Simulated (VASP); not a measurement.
# TaSeO in VASP: single point with PBE

Aim: the single point of TaSeO with PBE.

Program: VASP 6.6.1. These are calculated values, not measurements. Logs are shortened: lines on timing, memory, paths and dates and some standing lists are left out, and cuts for length are marked.

## (1) The cell of the first run

The cell holds a sheet with vacuum, 3 atoms: a = 5.550 Å, b = 5.550 Å, c = 14.000 Å, α = 90.00°, β = 90.00°, γ = 120.00°.

The cell was built from a structure type or drawn by symmetry, and may not be a known phase.

## (2) Single point, PBE

Input file INCAR:

```
SYSTEM = TaSeO
  PREC = Accurate
  ENCUT = 520
  EDIFF = 1E-7
  ISMEAR = 0
  SIGMA = 0.1
  LREAL = .False.
  LASPH = .True.
  NELM = 80
  ALGO = Normal
  ISIF = 2
  LWAVE = .False.
  LCHARG = .True.
  LDIPOL = .True.
  IDIPOL = 3
  DIPOL = 0.5 0.5 0.500
  GGA = PE
  LELF = .True.
  LVHAR = .True.
  LVACPOTAV = .True.
  NBANDS = 18
```

Input file KPOINTS:

```
regular mesh
0
Gamma
  6 6 1
  0 0 0
```

Input file POSCAR:

```
TaSeO
1.0
    5.5498120000      0.0000000000      0.0000000000
   -2.7749060000      4.8062780000      0.0000000000
    0.0000000000      0.0000000000     14.0000000000
Ta Se O
1 1 1
Direct
    0.0000000000      0.0000000000      0.5000000000
    0.6666666700      0.3333333300      0.5000000000
    0.3333333300      0.6666666700      0.5000000000
```

Potentials or basis: VASP PAW PBE potentials, release 64 (Ta_pv, Se, O).

Run with:

```bash
$ cat potpaw_PBE.64/Ta_pv/POTCAR potpaw_PBE.64/Se/POTCAR potpaw_PBE.64/O/POTCAR > POTCAR
$ mpirun -np 1 vasp_std > vasp.out
```

OUTCAR:

```text
SYSTEM = TaSeO
   PREC = Accurate
   ENCUT = 520
   EDIFF = 1E-7
   ISMEAR = 0
   LREAL = .False.
   LASPH = .True.
   NELM = 80
   ISIF = 2
   GGA = PE

 ion  position               nearest neighbor table
   1  0.000  0.000  0.500-
   2  0.667  0.333  0.500-
   3  0.333  0.667  0.500-

  LATTYP: Found a hexagonal cell.
 ALAT       =     5.5498120000
 C/A-ratio  =     2.5226079730

  Lattice vectors:

 A1 = (   5.5498120000,   0.0000000000,   0.0000000000)
 A2 = (  -2.7749060000,   4.8062780000,   0.0000000000)
 A3 = (   0.0000000000,   0.0000000000,  14.0000000000)

Analysis of symmetry for initial positions (statically):
=====================================================================
 Subroutine PRICEL returns:
 Original cell was already a primitive cell.

 Routine SETGRP: Setting up the symmetry group for a
 hexagonal supercell.

 Subroutine GETGRP returns: Found 12 space group operations
 (whereof 12 operations were pure point group operations)
 out of a pool of 24 trial point group operations.

The static configuration has the point symmetry D_3h.

Analysis of symmetry for dynamics (positions and initial velocities):
=====================================================================
 Subroutine PRICEL returns:
 Original cell was already a primitive cell.

 Routine SETGRP: Setting up the symmetry group for a
 hexagonal supercell.

 Subroutine GETGRP returns: Found 12 space group operations
 (whereof 12 operations were pure point group operations)
 out of a pool of 24 trial point group operations.

The dynamic configuration has the point symmetry D_3h.

 Subroutine INISYM returns: Found 12 space group operations
 (whereof 12 operations are pure point group operations),
 and found     1 'primitive' translations

----------------------------------------------------------------------------------------

                                     Primitive cell

  volume of cell :     373.4352

  direct lattice vectors                    reciprocal lattice vectors
     5.549812000  0.000000000  0.000000000     0.180186284  0.104030603  0.000000000
    -2.774906000  4.806278000  0.000000000     0.000000000  0.208061207  0.000000000
     0.000000000  0.000000000 14.000000000     0.000000000  0.000000000  0.071428571

  length of vectors
     5.549812000  5.549811846 14.000000000     0.208061201  0.208061207  0.071428571

  position of ions in fractional coordinates (direct lattice)
     0.000000000  0.000000000  0.500000000
     0.666666670  0.333333330  0.500000000
     0.333333330  0.666666670  0.500000000

  ion indices of the primitive-cell ions
   primitive index   ion index
                 1           1
                 2           2
                 3           3

----------------------------------------------------------------------------------------

 KPOINTS: regular mesh

Automatic generation of k-mesh.
 Grid dimensions read from file:
 generate k-points for:    6    6    1

 Generating k-lattice:

  Cartesian coordinates                     Fractional coordinates (reciprocal lattice)
     0.030031047  0.017338434  0.000000000     0.166666667 -0.000000000  0.000000000
     0.000000000  0.034676868  0.000000000     0.000000000  0.166666667  0.000000000
     0.000000000  0.000000000  0.071428571     0.000000000  0.000000000  1.000000000

  Length of vectors
     0.034676867  0.034676868  0.071428571

  Shift w.r.t. Gamma in fractional coordinates (k-lattice)
     0.000000000  0.000000000  0.000000000

 Subroutine IBZKPT returns following result:
 ===========================================

 Found      7 irreducible k-points:

 Following reciprocal coordinates:
            Coordinates               Weight
  0.000000  0.000000  0.000000      1.000000
  0.166667  0.000000  0.000000      6.000000
  0.333333  0.000000  0.000000      6.000000
  0.500000  0.000000  0.000000      3.000000
  0.166667  0.166667  0.000000      6.000000
  0.333333  0.166667  0.000000     12.000000
  0.333333  0.333333  0.000000      2.000000
   k-points           NKPTS =      7   k-points in BZ     NKDIM =      7   number of bands    NBANDS=     18
   number of dos      NEDOS =    301   number of ions     NIONS =      3
   total plane-waves  NPLWV = 190512
   dimension x,y,z NGX =    42 NGY =   42 NGZ =  108
   dimension x,y,z NGXF=    84 NGYF=   84 NGZF=  216
   ions per type =               1   1   1
   NGX,Y,Z   is equivalent  to a cutoff of  12.58, 12.58, 12.82 a.u.
   NGXF,Y,Z  is equivalent  to a cutoff of  25.16, 25.16, 25.65 a.u.
 SYSTEM =  TaSeO
   PREC   = accura    normal or accurate (medium, high low for compatibility)
   ISTART =      0    job   : 0-new  1-cont  2-samecut
   ICHARG =      2    charge: 1-file 2-atom 10-const
   ISPIN  =      1    spin polarized calculation?
   LNONCOLLINEAR =      F non collinear calculations
   LSORBIT =      F    spin-orbit coupling
   LASPH  =      T    aspherical Exc in radial PAW
   ENCUT  =  520.0 eV  38.22 Ry    6.18 a.u.  10.32 10.32 26.03*2*pi/ulx,y,z
   NELM   =     80;   NELMIN=  2; NELMDL= -5     # of ELM steps
   EDIFF  = 0.1E-06   stopping-criterion for ELM
   LREAL  =      F    real-space projection
   EDIFFG = 0.1E-05   stopping-criterion for IOM
   NSW    =      0    number of steps for IOM
   IBRION =     -1    ionic relax: 0-MD 1-quasi-New 2-CG
   NFREE  =      0    steps in history (QN), initial steepest desc. (CG)
   ISIF   =      2    stress and relaxation
   ISYM   =      2    0-nonsym 1-usesym 2-fastsym
   POTIM  = 0.5000    time-step for ionic-motion
   TEBEG  =    0.0;   TEEND  =   0.0 temperature during run
   PSTRESS=    0.0 pullay stress
   NELECT =      23.0000    total number of electrons
   NUPDOWN=      -1.0000    fix difference up-down
   EMIN   =  10.00;   EMAX   =-10.00  energy-range for DOS
   EFERMI =   0.00;   METHOD = LEGACY
   ISMEAR =     0;   SIGMA  =   0.10  broadening in eV -4-tet -1-fermi 0-gaus
   EFERMI_NEDOS =   21; number of points for ismear=-14 and -15
   IALGO  =     38    algorithm
   IMIX   =      4    mixing-type and parameters
     AMIX     =   0.40;   BMIX     =  1.00
     AMIX_MAG =   1.60;   BMIX_MAG =  1.00
  volume/ion in A,a.u.               =     124.48       840.02
  Fermi-wavevector in a.u.,A,eV,Ry     =   0.646516  1.221737  5.686997  0.417982
  Thomas-Fermi vector in A             =   1.714523
   LORBIT       =      0    0 simple, 1 ext, 2 COOP (PROOUT), +10 PAW based schemes
   GGA     = PE    functional components
   LHFCALC =     F    Hartree Fock is set to
   AEXX    =    0.0000 exact exchange contribution
   IVDW    =     0    specifies the selected vdW correction
   LEPSILON=     F    determine dielectric tensor
   LRPA    =     F    only Hartree local field effects (RPA)
 non-spin polarized calculation
 Gauss-broadening in eV      SIGMA  =   0.10
  energy-cutoff  :      520.00
  volume of cell :      373.44
 maximum number of plane-waves:     10060
 NGX is ok and might be reduce to    42
   NGX = 21   NGY = 21   NGZ = 53

 number of electron      23.0000000 magnetization

 dipolmoment           0.000000      0.000000      0.000000 electrons x Angstroem

 Free energy of the ion-electron system (eV)
  ---------------------------------------------------
  ext. energy  EPLUGINS =         0.00000000
  ---------------------------------------------------
  free energy    TOTEN  =       -13.25596900 eV

  energy without entropy =      -13.19631015  energy(sigma->0) =      -13.22613957

 E-fermi :  -4.3136     XC(G=0):  -2.7957

 val. band max:       -4.3136805400   @ k =   0.3333   0.1667   0.0000
 cond. band min:      -4.3110491676   @ k =   0.5000   0.0000   0.0000
 fundamental gap:      0.0026313725
 Fermi energy:        -4.3135992053

 k-point     1 :       0.0000    0.0000    0.0000
  band No.  band energies     occupation
      1     -40.7341      2.00000
      2     -40.7341      2.00000
      3     -40.7137      2.00000
      4     -19.4772      2.00000
      5     -15.8482      2.00000
      6      -6.7190      2.00000
[... 10 lines left out ...]
     17      -2.5101      0.00000
     18       0.0534      0.00000

 k-point     2 :       0.1667    0.0000    0.0000
  band No.  band energies     occupation
      1     -40.7342      2.00000
      2     -40.7342      2.00000
      3     -40.7137      2.00000
      4     -19.4717      2.00000
      5     -15.8505      2.00000
      6      -6.6569      2.00000
[... 10 lines left out ...]
     17      -2.3890      0.00000
     18       0.0180      0.00000

 k-point     3 :       0.3333    0.0000    0.0000
  band No.  band energies     occupation
      1     -40.7343      2.00000
      2     -40.7342      2.00000
      3     -40.7137      2.00000
      4     -19.4606      2.00000
      5     -15.8533      2.00000
      6      -6.9199      2.00000
[... 10 lines left out ...]
     17      -1.9044      0.00000
     18      -0.1035      0.00000

 k-point     4 :       0.5000    0.0000    0.0000
  band No.  band energies     occupation
      1     -40.7344      2.00000
      2     -40.7342      2.00000
      3     -40.7137      2.00000
      4     -19.4552      2.00000
      5     -15.8539      2.00000
      6      -7.1417      2.00000
[... 10 lines left out ...]
     17      -1.7249      0.00000
     18      -0.1950      0.00000

 k-point     5 :       0.1667    0.1667    0.0000
  band No.  band energies     occupation
      1     -40.7343      2.00000
      2     -40.7342      2.00000
      3     -40.7137      2.00000
      4     -19.4634      2.00000
      5     -15.8526      2.00000
      6      -6.9459      2.00000
[... 10 lines left out ...]
     17      -1.9149      0.00000
     18      -0.0681      0.00000

 k-point     6 :       0.3333    0.1667    0.0000
  band No.  band energies     occupation
      1     -40.7344      2.00000
      2     -40.7342      2.00000
      3     -40.7137      2.00000
      4     -19.4553      2.00000
      5     -15.8530      2.00000
      6      -7.3035      2.00000
[... 10 lines left out ...]
     17      -1.6819      0.00000
     18      -0.2048      0.00000

 k-point     7 :       0.3333    0.3333    0.0000
  band No.  band energies     occupation
      1     -40.7344      2.00000
      2     -40.7343      2.00000
      3     -40.7137      2.00000
      4     -19.4527      2.00000
      5     -15.8519      2.00000
      6      -7.5038      2.00000
[... 10 lines left out ...]
     17      -1.6933      0.00000
     18      -0.2730      0.00000

------------------------ aborting loop because EDIFF is reached ----------------------------------------

  FORCE on cell =-STRESS in cart. coord.  units (eV):
  Direction    XX          YY          ZZ          XY          YZ          ZX
  --------------------------------------------------------------------------------------
  -------------------------------------------------------------------------------------
  Total      -16.6022376    -16.6022364     -0.0281751      0.0000000      0.0000000      0.0000000
  in kB      -71.2298473    -71.2298420     -0.1208818      0.0000000      0.0000000      0.0000000
  external PRESSURE =     -47.5268570 kB  Pullay stress =       0.0000000 kB

 VOLUME and BASIS-vectors are now :
 -----------------------------------------------------------------------------
  energy-cutoff  :      520.00
  volume of cell :      373.44
      direct lattice vectors                 reciprocal lattice vectors
     5.549812000  0.000000000  0.000000000     0.180186284  0.104030603  0.000000000
    -2.774906000  4.806278000  0.000000000     0.000000000  0.208061207  0.000000000
     0.000000000  0.000000000 14.000000000     0.000000000  0.000000000  0.071428571

 POSITION                                       TOTAL-FORCE (eV/Angst)
 -----------------------------------------------------------------------------------
      0.00000      0.00000      7.00000        -0.000000      0.000000      0.000000
      2.77491      1.60209      7.00000        -0.000000      0.000000      0.000000
     -0.00000      3.20419      7.00000         0.000000     -0.000000      0.000000
 -----------------------------------------------------------------------------------
    total drift:                                0.000026     -0.000014      0.000000

  FREE ENERGIE OF THE ION-ELECTRON SYSTEM (eV)
  ---------------------------------------------------
  free  energy   TOTEN  =       -13.2559689977 eV

  energy  without entropy=      -13.1963101499  energy(sigma->0) =      -13.22613957

 vacuum level on the upper side and lower side of the slab         1.384         1.384
```

Wall time 5.1 min (1 thread of Intel Xeon 8259CL, shared host); peak memory 0.49 GiB.

Results:

```
Free energy            : -13.2560 eV
Band gap on the k mesh : zero (an odd number of electrons rules out a gap without spin polarisation)
```

Caveat: spin-orbit coupling is left out, which moves the levels of the heavy elements; an odd number of electrons without spin polarisation forces a metal; a magnetic or distorted state may lie lower.
